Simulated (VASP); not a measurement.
# MgS (Fm-3m) in VASP: relaxation of cell and atoms with r2SCAN

Aim: the relaxation of cell and atoms of MgS with r2SCAN.

All numbers are computed with VASP 6.6.1; they aren't measurements. Logs are shortened: lines on timing, memory, paths and dates and some standing lists are left out, and cuts for length are marked.

### Step 1. The cell of the first run

The structure is cubic, space group Fm-3m (No. 225). Conventional cell: a = 5.203 Å, b = 5.203 Å, c = 5.203 Å, α = 90.00°, β = 90.00°, γ = 90.00°. Mg (site symmetry m-3m) has 6 S at 2.60 Å within 3.4 Å. Within 3.4 Å of S (site symmetry m-3m) lie 6 Mg at 2.60 Å.

### Step 2. Relaxation of cell and atoms, r2SCAN, target pressure 15 GPa, at which the enthalpy is minimised

POSCAR reads:

```
MgS
1.0
    2.6016500000      2.6016500000      0.0000000000
   -2.6016500000      2.6016500000      0.0000000000
    0.0000000000      2.6016500000      2.6016500000
Mg S
1 1
Direct
    0.0000000000      0.0000000000      0.0000000000
    0.5000000000      0.5000000000      0.0000000000
```

INCAR.step1 reads:

```
SYSTEM = MgS
ALGO = Normal
EDIFF = 1E-4
ENCUT = 600
GGA = PE
ISMEAR = 0
LASPH = .TRUE.
LCHARG = .FALSE.
LREAL = .FALSE.
LWAVE = .TRUE.
NELM = 60
PREC = Accurate
SIGMA = 0.01
```

INCAR.step2 reads:

```
SYSTEM = MgS
ALGO = Normal
EDIFF = 1E-6
EDIFFG = -0.002
ENCUT = 600
IBRION = 2
ISIF = 3
ISMEAR = 0
ISTART = 1
LASPH = .TRUE.
LCHARG = .FALSE.
LMIXTAU = .TRUE.
LREAL = .FALSE.
LWAVE = .FALSE.
METAGGA = R2SCAN
NELM = 60
NSW = 100
PREC = Accurate
PSTRESS = 150.0
SIGMA = 0.01
```

KPOINTS reads:

```
k-points
0
G
  8 8 8
  0 0 0
```

Potentials or basis: VASP PAW PBE potentials, release 64 (Mg, S).

On the command line:

```
cat potpaw_PBE.64/Mg/POTCAR potpaw_PBE.64/S/POTCAR > POTCAR
cp INCAR.step1 INCAR
mpirun -np 1 vasp_std > vasp.out
cp INCAR.step2 INCAR
mpirun -np 1 vasp_std > vasp.out
```

OUTCAR:

```text
SYSTEM = MgS
   EDIFF = 1E-6
   EDIFFG = -0.002
   ENCUT = 600
   IBRION = 2
   ISIF = 3
   ISMEAR = 0
   ISTART = 1
   LASPH = .TRUE.
   LREAL = .FALSE.
   METAGGA = R2SCAN
   NELM = 60
   NSW = 100
   PREC = Accurate
   PSTRESS = 150.0

 ion  position               nearest neighbor table
   1  0.000  0.000  0.000-   2 2.60   2 2.60   2 2.60   2 2.60   2 2.60   2 2.60
   2  0.500  0.500  0.000-   1 2.60   1 2.60   1 2.60   1 2.60   1 2.60   1 2.60

  LATTYP: Found a face centered cubic cell.
 ALAT       =     5.2033000000

  Lattice vectors:

 A1 = (   0.0000000000,   2.6016500000,   2.6016500000)
 A2 = (   2.6016500000,   0.0000000000,   2.6016500000)
 A3 = (   2.6016500000,   2.6016500000,   0.0000000000)

Analysis of symmetry for initial positions (statically):
=====================================================================
 Subroutine PRICEL returns:
 Original cell was already a primitive cell.

 Routine SETGRP: Setting up the symmetry group for a
 face centered cubic supercell.

 Subroutine GETGRP returns: Found 48 space group operations
 (whereof 48 operations were pure point group operations)
 out of a pool of 48 trial point group operations.

The static configuration has the point symmetry O_h .

Analysis of symmetry for dynamics (positions and initial velocities):
=====================================================================
 Subroutine PRICEL returns:
 Original cell was already a primitive cell.

 Routine SETGRP: Setting up the symmetry group for a
 face centered cubic supercell.

 Subroutine GETGRP returns: Found 48 space group operations
 (whereof 48 operations were pure point group operations)
 out of a pool of 48 trial point group operations.

The dynamic configuration has the point symmetry O_h .

 Subroutine INISYM returns: Found 48 space group operations
 (whereof 48 operations are pure point group operations),
 and found     1 'primitive' translations

----------------------------------------------------------------------------------------

                                     Primitive cell

  volume of cell :      35.2190

  direct lattice vectors                    reciprocal lattice vectors
     2.601650000  2.601650000  0.000000000     0.192185728  0.192185728 -0.192185728
    -2.601650000  2.601650000  0.000000000    -0.192185728  0.192185728 -0.192185728
     0.000000000  2.601650000  2.601650000     0.000000000  0.000000000  0.384371457

  length of vectors
     3.679288715  3.679288715  3.679288715     0.332875446  0.332875446  0.384371457

  position of ions in fractional coordinates (direct lattice)
     0.000000000  0.000000000  0.000000000
     0.500000000  0.500000000  0.000000000

  ion indices of the primitive-cell ions
   primitive index   ion index
                 1           1
                 2           2

----------------------------------------------------------------------------------------

 KPOINTS: k-points

Automatic generation of k-mesh.
 Grid dimensions read from file:
 generate k-points for:    8    8    8

 Generating k-lattice:

  Cartesian coordinates                     Fractional coordinates (reciprocal lattice)
     0.024023216  0.024023216 -0.024023216     0.125000000  0.000000000  0.000000000
    -0.024023216  0.024023216 -0.024023216     0.000000000  0.125000000  0.000000000
     0.000000000  0.000000000  0.048046432     0.000000000  0.000000000  0.125000000

  Length of vectors
     0.041609431  0.041609431  0.048046432

  Shift w.r.t. Gamma in fractional coordinates (k-lattice)
     0.000000000  0.000000000  0.000000000

 Subroutine IBZKPT returns following result:
 ===========================================

 Found     29 irreducible k-points:

 Following reciprocal coordinates:
            Coordinates               Weight
  0.000000  0.000000  0.000000      1.000000
  0.125000  0.000000  0.000000      8.000000
  0.250000  0.000000  0.000000      8.000000
  0.375000  0.000000  0.000000      8.000000
  0.500000  0.000000  0.000000      4.000000
  0.125000  0.125000  0.000000     12.000000
[... 16 lines left out ...]
  0.375000  0.250000  0.125000     48.000000
  0.500000  0.250000  0.125000     24.000000
 [... further k-points ...]
   k-points           NKPTS =     29   k-points in BZ     NKDIM =     29   number of bands    NBANDS=      8
   number of dos      NEDOS =    301   number of ions     NIONS =      2
   total plane-waves  NPLWV =  27000
   dimension x,y,z NGX =    30 NGY =   30 NGZ =   30
   dimension x,y,z NGXF=    60 NGYF=   60 NGZF=   60
   ions per type =               1   1
   NGX,Y,Z   is equivalent  to a cutoff of  13.56, 13.56, 13.56 a.u.
   NGXF,Y,Z  is equivalent  to a cutoff of  27.11, 27.11, 27.11 a.u.
 SYSTEM =  MgS
   PREC   = accura    normal or accurate (medium, high low for compatibility)
   ISTART =      1    job   : 0-new  1-cont  2-samecut
   ICHARG =      0    charge: 1-file 2-atom 10-const
   ISPIN  =      1    spin polarized calculation?
   LNONCOLLINEAR =      F non collinear calculations
   LSORBIT =      F    spin-orbit coupling
   LASPH  =      T    aspherical Exc in radial PAW
   ENCUT  =  600.0 eV  44.10 Ry    6.64 a.u.   7.35  7.35  7.35*2*pi/ulx,y,z
   NELM   =     60;   NELMIN=  2; NELMDL=  0     # of ELM steps
   EDIFF  = 0.1E-05   stopping-criterion for ELM
   LREAL  =      F    real-space projection
   EDIFFG = -.2E-02   stopping-criterion for IOM
   NSW    =    100    number of steps for IOM
   IBRION =      2    ionic relax: 0-MD 1-quasi-New 2-CG
   NFREE  =      1    steps in history (QN), initial steepest desc. (CG)
   ISIF   =      3    stress and relaxation
   ISYM   =      2    0-nonsym 1-usesym 2-fastsym
   POTIM  = 0.5000    time-step for ionic-motion
   TEBEG  =    0.0;   TEEND  =   0.0 temperature during run
   PSTRESS=  150.0 pullay stress
   NELECT =       8.0000    total number of electrons
   NUPDOWN=      -1.0000    fix difference up-down
   EMIN   =  10.00;   EMAX   =-10.00  energy-range for DOS
   EFERMI =   0.00;   METHOD = LEGACY
   ISMEAR =     0;   SIGMA  =   0.01  broadening in eV -4-tet -1-fermi 0-gaus
   EFERMI_NEDOS =   21; number of points for ismear=-14 and -15
   IALGO  =     38    algorithm
   IMIX   =      4    mixing-type and parameters
     AMIX     =   0.40;   BMIX     =  1.00
     AMIX_MAG =   1.60;   BMIX_MAG =  1.00
  volume/ion in A,a.u.               =      17.61       118.83
  Fermi-wavevector in a.u.,A,eV,Ry     =   0.998878  1.887606 13.575323  0.997758
  Thomas-Fermi vector in A             =   2.131131
   LORBIT       =      0    0 simple, 1 ext, 2 COOP (PROOUT), +10 PAW based schemes
   METAGGA = R2SCAN    functional components
   LHFCALC =     F    Hartree Fock is set to
   AEXX    =    0.0000 exact exchange contribution
   IVDW    =     0    specifies the selected vdW correction
   LEPSILON=     F    determine dielectric tensor
   LRPA    =     F    only Hartree local field effects (RPA)
 conjugate gradient relaxation of ions
 non-spin polarized calculation
 Gauss-broadening in eV      SIGMA  =   0.01
  energy-cutoff  :      600.00
  volume of cell :       35.22
 maximum number of plane-waves:      1211
 NGX is ok and might be reduce to    30
   NGX = 15   NGY = 15   NGZ = 15

--------------------------------------- Ionic step        1  -------------------------------------------

 number of electron       7.9999999 magnetization

 Free energy of the ion-electron system (eV)
  ---------------------------------------------------
  ext. energy  EPLUGINS =         0.00000000
  ---------------------------------------------------
  free energy    TOTEN  =       -15.51097856 eV

  energy without entropy =      -15.51097856  energy(sigma->0) =      -15.51097856

------------------------ aborting loop because EDIFF is reached ----------------------------------------

  FORCE on cell =-STRESS in cart. coord.  units (eV):
  Direction    XX          YY          ZZ          XY          YZ          ZX
  --------------------------------------------------------------------------------------
  -------------------------------------------------------------------------------------
  Total       -0.0990822     -0.0990822     -0.0990822      0.0000000      0.0000000     -0.0000000
  in kB       -4.5074356     -4.5074356     -4.5074356      0.0000000      0.0000000     -0.0000000
  external PRESSURE =    -154.5074356 kB  Pullay stress =     150.0000000 kB
[... 93 lines left out ...]
  FREE ENERGIE OF THE ION-ELECTRON SYSTEM (eV)
  ---------------------------------------------------
  free  energy   TOTEN  =       -15.3269677998 eV

  energy  without entropy=      -15.3269677998  energy(sigma->0) =      -15.32696780

  enthalpy is  TOTEN    =       -12.4702171432 eV   P V=        2.8567506567

[... ionic steps 4 to 7 ...]

--------------------------------------- Ionic step        8  -------------------------------------------

 number of electron       7.9999999 magnetization

------------------------ aborting loop because EDIFF is reached ----------------------------------------

  FORCE on cell =-STRESS in cart. coord.  units (eV):
  Direction    XX          YY          ZZ          XY          YZ          ZX
  --------------------------------------------------------------------------------------
  -------------------------------------------------------------------------------------
  Total        2.8473757      2.8473757      2.8473757      0.0000000      0.0000000     -0.0000000
  in kB      149.7660479    149.7660479    149.7660479      0.0000000      0.0000000     -0.0000000
  external PRESSURE =      -0.2339521 kB  Pullay stress =     150.0000000 kB
[... 61 lines left out ...]
  enthalpy is  TOTEN    =       -12.4702684772 eV   P V=        2.8517409177

--------------------------------------- Ionic step       10  -------------------------------------------

 number of electron       7.9999999 magnetization

 Free energy of the ion-electron system (eV)
  ---------------------------------------------------
  ext. energy  EPLUGINS =         0.00000000
  ---------------------------------------------------
  free energy    TOTEN  =       -15.32126251 eV

  energy without entropy =      -15.32126251  energy(sigma->0) =      -15.32126251

 E-fermi :   4.9405     XC(G=0): -10.7523

 val. band max:        4.9001409567   @ k =   0.0000   0.0000   0.0000
 cond. band min:       8.6327545174   @ k =   0.5000   0.5000   0.0000
 fundamental gap:      3.7326135608
 Fermi energy:         4.9404579307

 k-point     1 :       0.0000    0.0000    0.0000
  band No.  band energies     occupation
      1      -9.2269      2.00000
      2       4.9001      2.00000
      3       4.9001      2.00000
      4       4.9001      2.00000
      5      10.8559      0.00000
      6      13.2762      0.00000
      7      13.2762      0.00000
      8      13.2762      0.00000
[... 243 lines left out ...]
 k-point    24 :       0.5000    0.2500    0.1250
  band No.  band energies     occupation
      1      -7.2127      2.00000
      2      -0.2425      2.00000
      3       2.2500      2.00000
      4       3.4267      2.00000
      5      11.4177      0.00000
      6      11.9510      0.00000
      7      14.4589      0.00000
      8      15.8091      0.00000

 [... further k-points ...]

------------------------ aborting loop because EDIFF is reached ----------------------------------------

  FORCE on cell =-STRESS in cart. coord.  units (eV):
  Direction    XX          YY          ZZ          XY          YZ          ZX
  --------------------------------------------------------------------------------------
  -------------------------------------------------------------------------------------
  Total        2.8543509      2.8543509      2.8543509      0.0000000     -0.0000000      0.0000000
  in kB      150.1766401    150.1766401    150.1766401      0.0000000     -0.0000000      0.0000000
  external PRESSURE =       0.1766401 kB  Pullay stress =     150.0000000 kB
[... 17 lines left out ...]
  FREE ENERGIE OF THE ION-ELECTRON SYSTEM (eV)
  ---------------------------------------------------
  free  energy   TOTEN  =       -15.3212625059 eV

  energy  without entropy=      -15.3212625059  energy(sigma->0) =      -15.32126251

  enthalpy is  TOTEN    =       -12.4702689529 eV   P V=        2.8509935530

 reached required accuracy - stopping structural energy minimisation
```

It took 4.9 min on 1 thread of Intel Xeon Platinum 8259CL at 2.50GHz (Skylake/Cascade Lake), shared host; peak memory 0.19 GiB.

What came out:

```yaml
Free_energy: -15.3213 eV
Relaxed_volume: 15.23 Å³/atom
Relaxed_cell: a = 3.505 Å, b = 3.505 Å, c = 3.505 Å, α = 60.00°, β = 60.00°, γ = 90.00°
Space_group_after_relaxing_to_0.1_Å: Fm-3m (No. 225)
Energy_change_on_relaxing_the_run_minimises_the_enthalpy: +94.9 meV/atom
Ionic_steps: 10
Pressure_after_relaxing: 15.0 GPa
Band_gap_on_the_k_mesh: 3.73 eV (least direct gap 5.83 eV)
```

The path:
```csv
step,energy change (eV),largest force (eV/Å),pressure (GPa),volume (Å³)
1,0.0000,0.0000,-0.45,35.22
2,0.6607,0.0000,33.72,27.25
3,0.1840,0.0000,14.74,30.51
4,0.1924,0.0000,15.15,30.42
5,0.1871,0.0000,14.91,30.48
6,0.1890,0.0000,15.02,30.46
7,0.1886,0.0000,14.96,30.46
8,0.1889,0.0000,14.98,30.46
9,0.1890,0.0000,14.98,30.46
10,0.1897,0.0000,15.02,30.45
```

Final structure:
```cif
data_structure
_symmetry_space_group_name_H-M 'P 1'
_symmetry_Int_Tables_number 1
_cell_length_a 3.5052
_cell_length_b 3.5052
_cell_length_c 3.5052
_cell_angle_alpha 60.000
_cell_angle_beta 60.000
_cell_angle_gamma 90.000
_cell_volume 30.45
loop_
_atom_site_label
_atom_site_type_symbol
_atom_site_fract_x
_atom_site_fract_y
_atom_site_fract_z
_atom_site_occupancy
Mg1 Mg 0.00000 0.00000 0.00000 1
S1 S 0.50000 0.50000 0.00000 1
```

Caveat: the cell is relaxed towards a set pressure, so the run minimises the enthalpy, not the energy; the PAW data sets were made with another functional, which shifts forces and pressure a little.
